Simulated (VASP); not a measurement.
# CdGa2As4 (I-4) in VASP: single point with r2SCAN

Aim: the single point of CdGa2As4 with r2SCAN.

All numbers are computed with VASP 6.6.1; they aren't measurements. Logs are shortened: lines on timing, memory, paths and dates and some standing lists are left out, and cuts for length are marked.

## 1. The cell of the first run

The structure is tetragonal, space group I-4 (No. 82). The conventional cell has a = 5.574 Å, b = 5.574 Å, c = 10.804 Å, α = 90.00°, β = 90.00°, γ = 90.00°. Within 3.4 Å of Cd (site symmetry -4) lie 4 As at 2.55 Å. Within 3.1 Å of Ga (site symmetry -4) lie 4 As at 2.37 Å. Ga (site symmetry -4) has 4 As at 2.36 Å within 3.1 Å. As (site symmetry 1) has 2 Ga at 2.36 to 2.37 Å and 1 Cd at 2.55 Å within 3.1 Å.

## 2. Single point, r2SCAN

POSCAR

```
CdGa2As4
1.0
    0.0000000000      5.5742340000      0.0000000000
    5.5742340000      0.0000000000      0.0000000000
    2.7871170000      2.7871170000     -5.4022410000
Cd Ga As
1 2 4
Direct
    0.0000000000      0.0000000000      0.0000000000
    0.7500000000      0.2500000000      0.5000000000
    0.5000000000      0.5000000000      0.0000000000
    0.3950000000      0.4050000000      0.7300000000
    0.5950000000      0.1250000000      0.2700000000
    0.8750000000      0.8650000000      0.7300000000
    0.1350000000      0.6050000000      0.2700000000
```

INCAR.step1

```
PREC = Accurate
ENCUT = 520
ISMEAR = -1
SIGMA = 0.1
LREAL = F
LASPH = T
NELM = 80
NBANDS = 38
GGA = PE
ALGO = Normal
EDIFF = 1E-4
LWAVE = T
LCHARG = F
```

INCAR.step2

```
PREC = Accurate
ENCUT = 520
EDIFF = 1E-6
ISMEAR = -1
SIGMA = 0.1
LREAL = F
LASPH = T
NELM = 80
ALGO = Normal
ISIF = 2
LWAVE = F
LCHARG = T
METAGGA = R2SCAN
LMIXTAU = T
LELF = T
LVHAR = T
NBANDS = 38
ISTART = 1
```

KPOINTS

```
Automatic mesh
0
Gamma
  7 7 7
```

Potentials or basis: VASP PAW PBE potentials, release 64 (Cd, Ga_d, As).

Command:

```bash
$ cat potpaw_PBE.64/Cd/POTCAR potpaw_PBE.64/Ga_d/POTCAR potpaw_PBE.64/As/POTCAR > POTCAR
$ cp INCAR.step1 INCAR
$ mpirun -np 1 vasp_std > vasp.out
$ cp INCAR.step2 INCAR
$ mpirun -np 1 vasp_std > vasp.out
```

OUTCAR:

```text
PREC = Accurate
   ENCUT = 520
   EDIFF = 1E-6
   ISMEAR = -1
   LREAL = F
   LASPH = T
   NELM = 80
   ISIF = 2
   METAGGA = R2SCAN
   ISTART = 1

 ion  position               nearest neighbor table
   1  0.000  0.000  0.000-   4 2.55   5 2.55   6 2.55   7 2.55
   2  0.750  0.250  0.500-   4 2.37   5 2.37   6 2.37   7 2.37
   3  0.500  0.500  0.000-   4 2.36   5 2.36   6 2.36   7 2.36
   4  0.395  0.405  0.730-   3 2.36   2 2.37   1 2.55
   5  0.595  0.125  0.270-   3 2.36   2 2.37   1 2.55
   6  0.875  0.865  0.730-   3 2.36   2 2.37   1 2.55
   7  0.135  0.605  0.270-   3 2.36   2 2.37   1 2.55

  LATTYP: Found a body centered tetragonal cell.
 ALAT       =     5.5742340000
 C/A-ratio  =     1.9382899964

  Lattice vectors:

 A1 = (  -2.7871170000,   2.7871170000,   5.4022410000)
 A2 = (   2.7871170000,  -2.7871170000,   5.4022410000)
 A3 = (   2.7871170000,   2.7871170000,  -5.4022410000)

Analysis of symmetry for initial positions (statically):
=====================================================================
 Subroutine PRICEL returns:
 Original cell was already a primitive cell.

 Routine SETGRP: Setting up the symmetry group for a
 body centered tetragonal supercell.

 Subroutine GETGRP returns: Found  4 space group operations
 (whereof  4 operations were pure point group operations)
 out of a pool of 16 trial point group operations.

The static configuration has the point symmetry S_4 .

Analysis of symmetry for dynamics (positions and initial velocities):
=====================================================================
 Subroutine PRICEL returns:
 Original cell was already a primitive cell.

 Routine SETGRP: Setting up the symmetry group for a
 body centered tetragonal supercell.

 Subroutine GETGRP returns: Found  4 space group operations
 (whereof  4 operations were pure point group operations)
 out of a pool of 16 trial point group operations.

The dynamic configuration has the point symmetry S_4 .

 Subroutine INISYM returns: Found  4 space group operations
 (whereof  4 operations are pure point group operations),
 and found     1 'primitive' translations

----------------------------------------------------------------------------------------

                                     Primitive cell

  volume of cell :     167.8589

  direct lattice vectors                    reciprocal lattice vectors
     0.000000000  5.574234000  0.000000000     0.000000000  0.179396846  0.092554183
     5.574234000  0.000000000  0.000000000     0.179396846  0.000000000  0.092554183
     2.787117000  2.787117000 -5.402241000     0.000000000  0.000000000 -0.185108365

  length of vectors
     5.574234000  5.574234000  6.687320103     0.201865067  0.201865067  0.185108365

  position of ions in fractional coordinates (direct lattice)
     0.000000000  0.000000000  0.000000000
     0.750000000  0.250000000  0.500000000
     0.500000000  0.500000000  0.000000000
     0.395000000  0.405000000  0.730000000
     0.595000000  0.125000000  0.270000000
     0.875000000  0.865000000  0.730000000
     0.135000000  0.605000000  0.270000000

  ion indices of the primitive-cell ions
   primitive index   ion index
                 1           1
                 2           2
                 3           3
                 4           4
                 5           5
                 6           6
                 7           7

----------------------------------------------------------------------------------------

 KPOINTS: Automatic mesh

Automatic generation of k-mesh.
 Grid dimensions read from file:
 generate k-points for:    7    7    7

 Generating k-lattice:

  Cartesian coordinates                     Fractional coordinates (reciprocal lattice)
     0.000000000  0.025628121  0.013222026     0.142857143  0.000000000  0.000000000
     0.025628121  0.000000000  0.013222026     0.000000000  0.142857143  0.000000000
     0.000000000  0.000000000 -0.026444052     0.000000000  0.000000000  0.142857143

  Length of vectors
     0.028837867  0.028837867  0.026444052

  Shift w.r.t. Gamma in fractional coordinates (k-lattice)
     0.000000000  0.000000000  0.000000000

 Subroutine IBZKPT returns following result:
 ===========================================

 Found     52 irreducible k-points:

 Following reciprocal coordinates:
            Coordinates               Weight
  0.000000  0.000000  0.000000      1.000000
  0.142857  0.000000  0.000000      8.000000
  0.285714  0.000000 -0.000000      8.000000
  0.428571  0.000000  0.000000      8.000000
  0.142857  0.142857  0.000000      8.000000
  0.285714  0.142857 -0.000000      8.000000
[... 16 lines left out ...]
  0.000000  0.000000  0.142857      2.000000
  0.285714  0.000000  0.142857      4.000000
 [... further k-points ...]
   k-points           NKPTS =     52   k-points in BZ     NKDIM =     52   number of bands    NBANDS=     38
   number of dos      NEDOS =    301   number of ions     NIONS =      7
   total plane-waves  NPLWV =  88200
   dimension x,y,z NGX =    42 NGY =   42 NGZ =   50
   dimension x,y,z NGXF=    84 NGYF=   84 NGZF=  100
   ions per type =               1   2   4
   NGX,Y,Z   is equivalent  to a cutoff of  12.53, 12.53, 12.43 a.u.
   NGXF,Y,Z  is equivalent  to a cutoff of  25.05, 25.05, 24.86 a.u.
 SYSTEM =  unknown system
   PREC   = accura    normal or accurate (medium, high low for compatibility)
   ISTART =      1    job   : 0-new  1-cont  2-samecut
   ICHARG =      0    charge: 1-file 2-atom 10-const
   ISPIN  =      1    spin polarized calculation?
   LNONCOLLINEAR =      F non collinear calculations
   LSORBIT =      F    spin-orbit coupling
   LASPH  =      T    aspherical Exc in radial PAW
   ENCUT  =  520.0 eV  38.22 Ry    6.18 a.u.  10.36 10.36 12.43*2*pi/ulx,y,z
   NELM   =     80;   NELMIN=  2; NELMDL=  0     # of ELM steps
   EDIFF  = 0.1E-05   stopping-criterion for ELM
   LREAL  =      F    real-space projection
   EDIFFG = 0.1E-04   stopping-criterion for IOM
   NSW    =      0    number of steps for IOM
   IBRION =     -1    ionic relax: 0-MD 1-quasi-New 2-CG
   NFREE  =      0    steps in history (QN), initial steepest desc. (CG)
   ISIF   =      2    stress and relaxation
   ISYM   =      2    0-nonsym 1-usesym 2-fastsym
   POTIM  = 0.5000    time-step for ionic-motion
   TEBEG  =    0.0;   TEEND  =   0.0 temperature during run
   PSTRESS=    0.0 pullay stress
   NELECT =      58.0000    total number of electrons
   NUPDOWN=      -1.0000    fix difference up-down
   EMIN   =  10.00;   EMAX   =-10.00  energy-range for DOS
   EFERMI =   0.00;   METHOD = LEGACY
   ISMEAR =    -1;   SIGMA  =   0.10  broadening in eV -4-tet -1-fermi 0-gaus
   EFERMI_NEDOS =   21; number of points for ismear=-14 and -15
   IALGO  =     38    algorithm
   IMIX   =      4    mixing-type and parameters
     AMIX     =   0.40;   BMIX     =  1.00
     AMIX_MAG =   1.60;   BMIX_MAG =  1.00
  volume/ion in A,a.u.               =      23.98       161.82
  Fermi-wavevector in a.u.,A,eV,Ry     =   1.148778  2.170875 17.955479  1.319691
  Thomas-Fermi vector in A             =   2.285451
   LORBIT       =      0    0 simple, 1 ext, 2 COOP (PROOUT), +10 PAW based schemes
   METAGGA = R2SCAN    functional components
   LHFCALC =     F    Hartree Fock is set to
   AEXX    =    0.0000 exact exchange contribution
   IVDW    =     0    specifies the selected vdW correction
   LEPSILON=     F    determine dielectric tensor
   LRPA    =     F    only Hartree local field effects (RPA)
 non-spin polarized calculation
  energy-cutoff  :      520.00
  volume of cell :      167.86
 maximum number of plane-waves:      4549
 NGX is ok and might be reduce to    42
   NGX = 21   NGY = 21   NGZ = 25

 number of electron      58.0000016 magnetization

 Free energy of the ion-electron system (eV)
  ---------------------------------------------------
  ext. energy  EPLUGINS =         0.00000000
  ---------------------------------------------------
  free energy    TOTEN  =      -100.39859088 eV

  energy without entropy =     -100.25639510  energy(sigma->0) =     -100.32749299

 E-fermi :   2.5532     XC(G=0): -10.0514

 val. band max:        2.5355108262   @ k =   0.4286   0.4286   0.1429
 cond. band min:       2.5636174629   @ k =   0.4286   0.2857  -0.0000
 fundamental gap:      0.0281066366
 Fermi energy:         2.5531610727

 k-point     1 :       0.0000    0.0000    0.0000
  band No.  band energies     occupation
      1     -12.4441      2.00000
      2     -12.4440      2.00000
      3     -12.4350      2.00000
      4     -12.3415      2.00000
      5     -12.3169      2.00000
      6     -12.3169      2.00000
[... 30 lines left out ...]
     37       8.5717      0.00000
     38       9.1714      0.00000

 k-point     2 :       0.1429    0.0000    0.0000
  band No.  band energies     occupation
      1     -12.4462      2.00000
      2     -12.4443      2.00000
      3     -12.4312      2.00000
      4     -12.3438      2.00000
      5     -12.3210      2.00000
      6     -12.3161      2.00000
[... 30 lines left out ...]
     37       8.6793      0.00000
     38       9.0257      0.00000

 k-point     3 :       0.2857    0.0000   -0.0000
  band No.  band energies     occupation
      1     -12.4493      2.00000
      2     -12.4454      2.00000
      3     -12.4230      2.00000
      4     -12.3515      2.00000
      5     -12.3279      2.00000
      6     -12.3144      2.00000
[... 30 lines left out ...]
     37       8.7034      0.00000
     38       9.2378      0.00000

 k-point     4 :       0.4286    0.0000    0.0000
  band No.  band energies     occupation
      1     -12.4511      2.00000
      2     -12.4466      2.00000
      3     -12.4148      2.00000
      4     -12.3611      2.00000
      5     -12.3313      2.00000
      6     -12.3132      2.00000
[... 30 lines left out ...]
     37       8.9490      0.00000
     38       9.4274      0.00000
[... 703 lines left out ...]
      4     -12.3599      2.00000
      5     -12.3451      2.00000
      6     -12.3208      2.00000
[... 30 lines left out ...]
     37       8.8690      0.00000
     38       9.1596      0.00000

 k-point    23 :       0.0000    0.0000    0.1429
  band No.  band energies     occupation
      1     -12.4450      2.00000
      2     -12.4450      2.00000
      3     -12.4314      2.00000
      4     -12.3479      2.00000
      5     -12.3154      2.00000
      6     -12.3154      2.00000
[... 30 lines left out ...]
     37       7.8809      0.00000
     38       8.7681      0.00000

 k-point    24 :       0.2857    0.0000    0.1429
  band No.  band energies     occupation
      1     -12.4498      2.00000
      2     -12.4443      2.00000
      3     -12.4250      2.00000
      4     -12.3463      2.00000
      5     -12.3301      2.00000
      6     -12.3150      2.00000
[... 30 lines left out ...]
     37       8.6215      0.00000
     38       9.4030      0.00000

 [... further k-points ...]
[... 5 lines left out ...]
  --------------------------------------------------------------------------------------
  -------------------------------------------------------------------------------------
  Total        5.7485553      5.7485553      4.6881273      0.0000001      0.0000000      0.0000000
  in kB       54.8687349     54.8687349     44.7471760      0.0000009      0.0000000      0.0000000
  external PRESSURE =      51.4948820 kB  Pullay stress =       0.0000000 kB

 VOLUME and BASIS-vectors are now :
 -----------------------------------------------------------------------------
  energy-cutoff  :      520.00
  volume of cell :      167.86
      direct lattice vectors                 reciprocal lattice vectors
     0.000000000  5.574234000  0.000000000     0.000000000  0.179396846  0.092554183
     5.574234000  0.000000000  0.000000000     0.179396846  0.000000000  0.092554183
     2.787117000  2.787117000 -5.402241000     0.000000000  0.000000000 -0.185108365

 POSITION                                       TOTAL-FORCE (eV/Angst)
 -----------------------------------------------------------------------------------
      0.00000      0.00000      0.00000         0.000000      0.000000      0.000000
      2.78712      5.57423     -2.70112        -0.000000      0.000000      0.000000
      2.78712      2.78712      0.00000        -0.000000      0.000000      0.000000
      4.29216      4.23642     -3.94364         0.369460     -0.758061      0.451325
      1.44930      4.06919     -1.45861        -0.758061     -0.369460     -0.451325
      6.85631      6.91205     -3.94364        -0.369460      0.758061      0.451325
      4.12493      1.50504     -1.45861         0.758061      0.369460     -0.451325
 -----------------------------------------------------------------------------------
    total drift:                               -0.000287      0.000230      0.000302

  FREE ENERGIE OF THE ION-ELECTRON SYSTEM (eV)
  ---------------------------------------------------
  free  energy   TOTEN  =      -100.3985908814 eV

  energy  without entropy=     -100.2563951026  energy(sigma->0) =     -100.32749299
```

Run time: 12 min. Hardware: 1 thread of Intel Xeon Platinum 8559C (Emerald Rapids), shared host; peak memory 0.53 GiB.

Results:

| Quantity | Value |
| --- | --- |
| Free energy | -100.3986 eV |
| Pressure | 5.1 GPa |
| Largest force | 0.956 eV/Å |
| Band gap on the k mesh | zero (bands 29 and 30 overlap by 1.26 eV) |

Forces in eV/Å, atoms in the order of the input:
```
Cd   0.000  0.000  0.000
Ga   0.000  0.000  0.000
Ga   0.000  0.000  0.000
As   0.369 -0.758  0.451
As  -0.758 -0.369 -0.451
As  -0.369  0.758  0.451
As   0.758  0.369 -0.451
```

Levels at points of the mesh, in eV from the Fermi level:
| k point | band 25 | band 26 | band 27 | band 28 | band 29 | band 30 | band 31 | band 32 | band 33 | band 34 |
| --- | --- | --- | --- | --- | --- | --- | --- | --- | --- | --- |
| (0.00, 0.00, 0.00) | -2.94 | -2.14 | -1.19 | -1.19 | 1.08 | 1.29 | 1.29 | 3.38 | 3.40 | 3.94 |

Caveat: the cell stands under pressure; the PAW data sets were made with another functional, which shifts forces and pressure a little.

The gap in the log of VASP goes by the Fermi energy; the results here count the filled bands.